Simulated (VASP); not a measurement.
# CuO in VASP: notebook

CuO is run at these levels: PBE, PBEsol; tasks: single point.

Program: VASP 6.6.1. These are calculated values, not measurements. Logs are shortened: lines on timing, memory, paths and dates and some standing lists are left out, and cuts for length are marked.

## (1) The cell of the first run

The typed cell holds 4 atoms: a = 2.880 Å, b = 2.880 Å, c = 5.176 Å, α = 89.81°, β = 89.81°, γ = 89.22°.

## (2) Single point, PBE (atoms moved at random)

File INCAR:

```
SYSTEM = CuO
PREC = Accurate
ENCUT = 700
EDIFF = 1E-6
ISMEAR = -1
SIGMA = 0.05
LREAL = .False.
LASPH = .True.
NELM = 120
ALGO = Normal
ISIF = 2
LWAVE = .False.
LCHARG = .False.
GGA = PE
NBANDS = 33
GGA_COMPAT = .False.
```

File KPOINTS:

```
Automatic mesh
0
Gamma
  9 9 5
  0 0 0
```

File POSCAR:

```
CuO
1.0
    2.8795009639      0.0000000000      0.0000000000
    0.0390727580      2.8792794796      0.0000000000
    0.0174953863      0.0172449008      5.1763391994
Cu O
2 2
Direct
   -0.0130100000      0.5065550000     -0.0001290000
    0.4863870000      0.0009910000      0.5025370000
    0.9959260000     -0.0093790000      0.7470280000
    0.0000390000      0.9917150000      0.2500130000
```

Potentials or basis: VASP PAW PBE potentials, release 64 (Cu_sv_GW, O).

The run is started by

```
> cat potpaw_PBE.64/Cu_sv_GW/POTCAR potpaw_PBE.64/O/POTCAR > POTCAR
> mpirun -np 1 vasp_std > vasp.out
```

OUTCAR:

```text
SYSTEM = CuO
   PREC = Accurate
   ENCUT = 700
   EDIFF = 1E-6
   ISMEAR = -1
   LREAL = .False.
   LASPH = .True.
   NELM = 120
   ISIF = 2
   GGA = PE

 ion  position               nearest neighbor table
   1  0.987  0.507  1.000-   4 1.91   3 1.91   4 1.97   3 1.98
   2  0.486  0.001  0.503-   3 1.89   4 1.92   3 1.94   4 1.97
   3  0.996  0.991  0.747-   2 1.89   1 1.91   2 1.94   1 1.98
   4  0.000  0.992  0.250-   1 1.91   2 1.92   1 1.97   2 1.97

  LATTYP: Found a base centered monoclinic cell.
 ALAT       =    11.1169163425
 B/A-ratio  =     0.3638182808
 C/A-ratio  =     0.4656324948
 COS(beta)  =    -0.9295148209

  Lattice vectors:

 A1 = (   2.8620055776,  -0.0172449008,  -5.1763391994)
 A2 = (   0.0215773717,   2.8620345788,  -5.1763391994)
 A3 = (   0.0174953863,   0.0172449008,   5.1763391994)

Analysis of symmetry for initial positions (statically):
=====================================================================
 Subroutine PRICEL returns:
 Original cell was already a primitive cell.

 Routine SETGRP: Setting up the symmetry group for a
 base centered monoclinic supercell.

 Subroutine GETGRP returns: Found  1 space group operations
 (whereof  1 operations were pure point group operations)
 out of a pool of  4 trial point group operations.

The static configuration has the point symmetry C_1 .

Analysis of symmetry for dynamics (positions and initial velocities):
=====================================================================
 Subroutine PRICEL returns:
 Original cell was already a primitive cell.

 Routine SETGRP: Setting up the symmetry group for a
 base centered monoclinic supercell.

 Subroutine GETGRP returns: Found  1 space group operations
 (whereof  1 operations were pure point group operations)
 out of a pool of  4 trial point group operations.

The dynamic configuration has the point symmetry C_1 .

 Subroutine INISYM returns: Found  1 space group operations
 (whereof  1 operations are pure point group operations),
 and found     1 'primitive' translations

----------------------------------------------------------------------------------------

                                     Primitive cell

  volume of cell :      42.9164

  direct lattice vectors                    reciprocal lattice vectors
     2.879500964  0.000000000  0.000000000     0.347282398 -0.004712735 -0.001158071
     0.039072758  2.879279480  0.000000000     0.000000000  0.347309112 -0.001157055
     0.017495386  0.017244901  5.176339199     0.000000000  0.000000000  0.193186722

  length of vectors
     2.879500964  2.879544582  5.176397491     0.347316304  0.347311040  0.193186722

  position of ions in fractional coordinates (direct lattice)
     0.986990000  0.506555000  0.999871000
     0.486387000  0.000991000  0.502537000
     0.995926000  0.990621000  0.747028000
     0.000039000  0.991715000  0.250013000

  ion indices of the primitive-cell ions
   primitive index   ion index
                 1           1
                 2           2
                 3           3
                 4           4

----------------------------------------------------------------------------------------

 KPOINTS: Automatic mesh

Automatic generation of k-mesh.
 Grid dimensions read from file:
 generate k-points for:    9    9    5

 Generating k-lattice:

  Cartesian coordinates                     Fractional coordinates (reciprocal lattice)
     0.038586933 -0.000523637 -0.000128675     0.111111111 -0.000000000 -0.000000000
     0.000000000  0.038589901 -0.000128562     0.000000000  0.111111111 -0.000000000
     0.000000000  0.000000000  0.038637344     0.000000000  0.000000000  0.200000000

  Length of vectors
     0.038590700  0.038590116  0.038637344

  Shift w.r.t. Gamma in fractional coordinates (k-lattice)
     0.000000000  0.000000000  0.000000000

 Subroutine IBZKPT returns following result:
 ===========================================

 Found    203 irreducible k-points:

 Following reciprocal coordinates:
            Coordinates               Weight
  0.000000  0.000000  0.000000      1.000000
  0.111111  0.000000 -0.000000      2.000000
  0.000000 -0.111111  0.000000      2.000000
  0.222222 -0.000000 -0.000000      2.000000
  0.000000 -0.222222  0.000000      2.000000
  0.333333  0.000000 -0.000000      2.000000
[... 16 lines left out ...]
 -0.111111  0.111111 -0.000000      2.000000
  0.222222  0.222222 -0.000000      2.000000
 [... further k-points ...]
   k-points           NKPTS =    203   k-points in BZ     NKDIM =    203   number of bands    NBANDS=     33
   number of dos      NEDOS =    301   number of ions     NIONS =      4
   total plane-waves  NPLWV =  37632
   dimension x,y,z NGX =    28 NGY =   28 NGZ =   48
   dimension x,y,z NGXF=    56 NGYF=   56 NGZF=   96
   ions per type =               2   2
   NGX,Y,Z   is equivalent  to a cutoff of  16.17, 16.17, 15.42 a.u.
   NGXF,Y,Z  is equivalent  to a cutoff of  32.33, 32.33, 30.83 a.u.
 SYSTEM =  CuO
   PREC   = accura    normal or accurate (medium, high low for compatibility)
   ISTART =      0    job   : 0-new  1-cont  2-samecut
   ICHARG =      2    charge: 1-file 2-atom 10-const
   ISPIN  =      1    spin polarized calculation?
   LNONCOLLINEAR =      F non collinear calculations
   LSORBIT =      F    spin-orbit coupling
   LASPH  =      T    aspherical Exc in radial PAW
   ENCUT  =  700.0 eV  51.45 Ry    7.17 a.u.   6.21  6.21 11.17*2*pi/ulx,y,z
   NELM   =    120;   NELMIN=  2; NELMDL= -5     # of ELM steps
   EDIFF  = 0.1E-05   stopping-criterion for ELM
   LREAL  =      F    real-space projection
   EDIFFG = 0.1E-04   stopping-criterion for IOM
   NSW    =      0    number of steps for IOM
   IBRION =     -1    ionic relax: 0-MD 1-quasi-New 2-CG
   NFREE  =      0    steps in history (QN), initial steepest desc. (CG)
   ISIF   =      2    stress and relaxation
   ISYM   =      2    0-nonsym 1-usesym 2-fastsym
   POTIM  = 0.5000    time-step for ionic-motion
   TEBEG  =    0.0;   TEEND  =   0.0 temperature during run
   PSTRESS=    0.0 pullay stress
   NELECT =      50.0000    total number of electrons
   NUPDOWN=      -1.0000    fix difference up-down
   EMIN   =  10.00;   EMAX   =-10.00  energy-range for DOS
   EFERMI =   0.00;   METHOD = LEGACY
   ISMEAR =    -1;   SIGMA  =   0.05  broadening in eV -4-tet -1-fermi 0-gaus
   EFERMI_NEDOS =   21; number of points for ismear=-14 and -15
   IALGO  =     38    algorithm
   IMIX   =      4    mixing-type and parameters
     AMIX     =   0.40;   BMIX     =  1.00
     AMIX_MAG =   1.60;   BMIX_MAG =  1.00
  volume/ion in A,a.u.               =      10.73        72.40
  Fermi-wavevector in a.u.,A,eV,Ry     =   1.722623  3.255285 40.374336  2.967430
  Thomas-Fermi vector in A             =   2.798653
   LORBIT       =      0    0 simple, 1 ext, 2 COOP (PROOUT), +10 PAW based schemes
   GGA     = PE    functional components
   LHFCALC =     F    Hartree Fock is set to
   AEXX    =    0.0000 exact exchange contribution
   IVDW    =     0    specifies the selected vdW correction
   LEPSILON=     F    determine dielectric tensor
   LRPA    =     F    only Hartree local field effects (RPA)
 non-spin polarized calculation
  energy-cutoff  :      700.00
  volume of cell :       42.92
 maximum number of plane-waves:      1823
 NGX is ok and might be reduce to    28
   NGX = 13   NGY = 13   NGZ = 23

 number of electron      50.0000006 magnetization

 Free energy of the ion-electron system (eV)
  ---------------------------------------------------
  ext. energy  EPLUGINS =         0.00000000
  ---------------------------------------------------
  free energy    TOTEN  =       -19.83084762 eV

  energy without entropy =      -19.81134528  energy(sigma->0) =      -19.82109645

 E-fermi :   5.2915     XC(G=0): -11.8568

 val. band max:        5.2886731585   @ k =  -0.4444   0.4444  -0.4000
 cond. band min:       5.3099568276   @ k =  -0.2222   0.1111   0.0000
 fundamental gap:      0.0212836691
 Fermi energy:         5.2914758707

 k-point     1 :       0.0000    0.0000    0.0000
  band No.  band energies     occupation
      1    -107.5365      2.00000
      2    -107.4872      2.00000
      3     -65.0398      2.00000
      4     -65.0027      2.00000
      5     -64.9832      2.00000
      6     -64.9478      2.00000
[... 25 lines left out ...]
     32      20.0881      0.00000
     33      20.4976      0.00000

 k-point     2 :       0.1111    0.0000   -0.0000
  band No.  band energies     occupation
      1    -107.5363      2.00000
      2    -107.4870      2.00000
      3     -65.0415      2.00000
      4     -65.0023      2.00000
      5     -64.9830      2.00000
      6     -64.9475      2.00000
[... 25 lines left out ...]
     32      20.3740      0.00000
     33      20.5012      0.00000

 k-point     3 :       0.0000   -0.1111    0.0000
  band No.  band energies     occupation
      1    -107.5363      2.00000
      2    -107.4870      2.00000
      3     -65.0396      2.00000
      4     -65.0024      2.00000
      5     -64.9849      2.00000
      6     -64.9474      2.00000
[... 25 lines left out ...]
     32      20.3152      0.00000
     33      20.5235      0.00000

 k-point     4 :       0.2222   -0.0000   -0.0000
  band No.  band energies     occupation
      1    -107.5361      2.00000
      2    -107.4868      2.00000
      3     -65.0459      2.00000
      4     -65.0018      2.00000
      5     -64.9827      2.00000
      6     -64.9473      2.00000
[... 673 lines left out ...]
     32      18.7883      0.00000
     33      20.5303      0.00000

 k-point    23 :      -0.1111    0.1111   -0.0000
  band No.  band energies     occupation
      1    -107.5361      2.00000
      2    -107.4867      2.00000
      3     -65.0412      2.00000
      4     -65.0021      2.00000
      5     -64.9846      2.00000
      6     -64.9472      2.00000
[... 25 lines left out ...]
     32      19.0695      0.00000
     33      20.5293      0.00000

 k-point    24 :       0.2222    0.2222   -0.0000
  band No.  band energies     occupation
      1    -107.5358      2.00000
      2    -107.4865      2.00000
      3     -65.0456      2.00000
      4     -65.0012      2.00000
      5     -64.9889      2.00000
      6     -64.9466      2.00000
[... 25 lines left out ...]
     32      17.5013      0.00000
     33      21.1184      0.00000

 [... further k-points ...]

------------------------ aborting loop because EDIFF is reached ----------------------------------------

  FORCE on cell =-STRESS in cart. coord.  units (eV):
  Direction    XX          YY          ZZ          XY          YZ          ZX
  --------------------------------------------------------------------------------------
  -------------------------------------------------------------------------------------
  Total        1.0766263      0.9255333      0.6151682      0.0222755     -0.0639412     -0.0261473
  in kB       40.1931281     34.5524492     22.9657509      0.8315980     -2.3870843     -0.9761426
  external PRESSURE =      32.5704428 kB  Pullay stress =       0.0000000 kB

 VOLUME and BASIS-vectors are now :
 -----------------------------------------------------------------------------
  energy-cutoff  :      700.00
  volume of cell :       42.92
      direct lattice vectors                 reciprocal lattice vectors
     2.879500964  0.000000000  0.000000000     0.347282398 -0.004712735 -0.001158071
     0.039072758  2.879279480  0.000000000     0.000000000  0.347309112 -0.001157055
     0.017495386  0.017244901  5.176339199     0.000000000  0.000000000  0.193186722

 POSITION                                       TOTAL-FORCE (eV/Angst)
 -----------------------------------------------------------------------------------
      2.87932      1.47576      5.17567         0.117290     -0.674830     -0.009603
      1.40938      0.01152      2.60130         0.539430     -0.106523     -0.333438
      2.91955      2.86516      3.86687        -0.338914      0.409679      0.293484
      0.04324      2.85974      1.29415        -0.317806      0.371674      0.049557
 -----------------------------------------------------------------------------------
    total drift:                               -0.001807      0.001487     -0.004849

  FREE ENERGIE OF THE ION-ELECTRON SYSTEM (eV)
  ---------------------------------------------------
  free  energy   TOTEN  =       -19.8308476161 eV

  energy  without entropy=      -19.8113452838  energy(sigma->0) =      -19.82109645
```

Run time: 11 min. Hardware: 1 thread of AMD EPYC 7R43 (Zen 3), shared host; peak memory 0.48 GiB.

What came out:

| Item | Value |
| --- | --- |
| Free energy | -19.8308 eV |
| Pressure | 3.3 GPa |
| Largest force | 0.685 eV/Å |
| Band gap on the k mesh | zero (bands 25 and 26 overlap by 0.91 eV) |

Forces in eV/Å, atoms in the order of the input:
```
Cu   0.117 -0.675 -0.010
Cu   0.539 -0.107 -0.333
O   -0.339  0.410  0.293
O   -0.318  0.372  0.050
```

Levels at points of the mesh, in eV from the Fermi level:
| k point | band 23 | band 24 | band 25 | band 26 | band 27 | band 28 |
| --- | --- | --- | --- | --- | --- | --- |
| (0.00, 0.00, 0.00) | -2.33 | -2.03 | 0.65 | 0.71 | 1.47 | 6.18 |

Caveat: the cell differs from its parent crystal (atoms moved at random); the cell stands under pressure; semilocal functionals often make such compounds metallic where correlation or magnetic order opens a gap, which also shifts bond lengths.

## (3) Single point, PBEsol

File INCAR:

```
PREC     = Accurate       # precision mode
ENCUT    = 700            # plane-wave cutoff, eV
EDIFF    = 1E-6           # SCF threshold, eV
ISMEAR   = -1             # smearing method
SIGMA    = 0.05           # smearing width, eV
LREAL    = False          # projectors in reciprocal space
LASPH    = True           # aspherical terms in the spheres
NELM     = 120            # most SCF steps
ALGO     = Normal         # electronic algorithm
ISIF     = 2              # what is computed and relaxed
LWAVE    = False          # write WAVECAR
LCHARG   = True           # write CHGCAR
GGA      = PS             # functional
LELF     = True           # ELF
LVHAR    = True         
NBANDS   = 33             # bands
GGA_COMPAT= False
```

File KPOINTS:

```
regular mesh
0
Gamma
  8 8 6
```

File POSCAR:

```
CuO
1.0
    2.8795009639      0.0000000000      0.0000000000
    0.0390727580      2.8792794796      0.0000000000
    0.0174953863      0.0172449008      5.1763391994
Cu O
2 2
Direct
    0.0000000000      0.5000000000      0.0000000000
    0.5000000000      0.0000000000      0.5000000000
    0.9984239700      0.0016717800      0.7498871000
    0.0015760300      0.9983282200      0.2501129000
```

Potentials or basis: VASP PAW PBE potentials, release 64 (Cu_sv_GW, O).

The run is started by

```
> cat potpaw_PBE.64/Cu_sv_GW/POTCAR potpaw_PBE.64/O/POTCAR > POTCAR
> mpirun -np 1 vasp_std > vasp.out
```

Wall time 4.9 min (1 thread of Intel Xeon 6975P-C (Granite Rapids), shared host); peak memory 0.51 GiB.

It converged, with:

```
Free energy            : -21.6723 eV
Pressure               : -4.4 GPa
Largest force          : 0.013 eV/Å
Band gap on the k mesh : zero (bands 25 and 26 overlap by 1.14 eV)
```

Forces in eV/Å, atoms in the order of the input:
```
Cu   0.000  0.000  0.000
Cu   0.000  0.000  0.000
O    0.006 -0.007  0.009
O   -0.006  0.007 -0.009
```

Stress tensor (GPa, compression positive):
```
-3.20 -0.09 -0.01
-0.09 -3.22  0.00
-0.01  0.00 -6.75
```

Levels at points of the mesh, in eV from the Fermi level:
```tsv
k point	band 22	band 23	band 24	band 25	band 26	band 27	band 28	band 29
(0.00, 0.00, 0.00)	-2.43	-2.34	-2.05	0.66	0.69	1.40	6.01	7.25
(0.50, 0.00, 0.00)	-1.96	-1.60	-1.53	0.21	0.44	3.34	5.95	6.46
(0.00, 0.50, 0.00)	-1.96	-1.60	-1.53	0.21	0.45	3.34	5.94	6.46
(0.50, 0.50, 0.00)	-2.36	-1.63	-1.19	-1.18	1.18	1.97	6.99	9.72
(0.00, 0.00, 0.50)	-2.38	-1.56	-1.56	0.08	0.08	3.48	3.48	11.42
(0.50, 0.00, 0.50)	-2.42	-2.05	-1.85	-0.12	0.68	4.10	5.88	8.19
(0.00, 0.50, 0.50)	-2.41	-2.05	-1.85	-0.12	0.68	4.10	5.87	8.19
(0.50, 0.50, 0.50)	-2.02	-1.41	-1.41	-0.48	-0.48	3.84	3.84	10.68
```

Caveat: the cell stands under tension; the PAW data sets were made with another functional, which shifts forces and pressure a little; semilocal functionals often make such compounds metallic where correlation or magnetic order opens a gap, which also shifts bond lengths.

## (4) Single point, PBEsol

File INCAR:

```
SYSTEM = CuO
PREC     = Accurate       ! precision mode
ENCUT    = 700            ! plane-wave cutoff, eV
EDIFF    = 1E-6           ! SCF threshold, eV
ISMEAR   = -1             ! smearing method
SIGMA    = 0.05           ! smearing width, eV
LREAL    = .False.        ! projectors in reciprocal space
LASPH    = .True.         ! aspherical terms in the spheres
NELM     = 120            ! most SCF steps
ALGO     = Normal         ! electronic algorithm
ISIF     = 2              ! what is computed and relaxed
LWAVE    = .False.        ! write WAVECAR
LCHARG   = .False.        ! write CHGCAR
GGA      = PS             ! functional
NBANDS   = 33             ! bands
GGA_COMPAT= .False.
```

File KPOINTS:

```
regular mesh
0
Gamma
  9 9 5
  0 0 0
```

POSCAR is that of step 3.

The run is started by

```
> cat potpaw_PBE.64/Cu_sv_GW/POTCAR potpaw_PBE.64/O/POTCAR > POTCAR
> mpirun -np 1 vasp_std > vasp.out
```

It took 6 min on 1 thread of Intel Xeon Platinum 8488C (Sapphire Rapids), shared host; peak memory 0.52 GiB.

The run converged. Its results:

```yaml
Free_energy: -21.6689 eV
Pressure: -4.5 GPa
Largest_force: 0.012 eV/Å
Band_gap_on_the_k_mesh: zero (bands 25 and 26 overlap by 0.95 eV)
```

Forces on the atoms (eV/Å):
```
Cu   0.000  0.000  0.000
Cu   0.000  0.000  0.000
O    0.005 -0.007  0.009
O   -0.005  0.007 -0.009
```

Stress tensor (GPa, compression positive):
```
-3.16 -0.09 -0.02
-0.09 -3.20  0.00
-0.02  0.00 -7.05
```

Levels at points of the mesh, in eV from the Fermi level:
```
           k point  band 22  band 23  band 24  band 25  band 26  band 27  band 28  band 29
(0.00, 0.00, 0.00)    -2.40    -2.32    -2.02     0.68     0.71     1.42     6.03     7.28
```

Caveat: the cell stands under tension; the PAW data sets were made with another functional, which shifts forces and pressure a little; semilocal functionals often make such compounds metallic where correlation or magnetic order opens a gap, which also shifts bond lengths. With open d or f shells a metallic result of PBEsol can be an artefact of self-interaction; +U or a hybrid may open a gap.

## (5) Overview

```csv
level,cell,k mesh,gap on the mesh (eV),pressure (GPa),largest force (eV/Å)
PBE,"as given, atomic positions A",9 × 9 × 5,none,3.3,0.69
PBEsol,"as given, atomic positions B",8 × 8 × 6,none,-4.4,0.01
PBEsol,"as given, atomic positions B",9 × 9 × 5,none,-4.5,0.01
```

Alike in all rows: task single point; potentials or basis VASP PAW PBE potentials, release 64 (Cu_sv_GW, O); no spin polarisation; cutoff (eV) 700; smearing fermi-dirac 0.05 eV.

Caveats: semilocal functionals often make such compounds metallic where correlation or magnetic order opens a gap, which also shifts bond lengths; the cell stands under tension (at least some runs); the PAW data sets were made with another functional, which shifts forces and pressure a little (at least some runs); the cell stands under pressure (at least some runs).

Absolute energies hang on the potentials; compare differences alone.
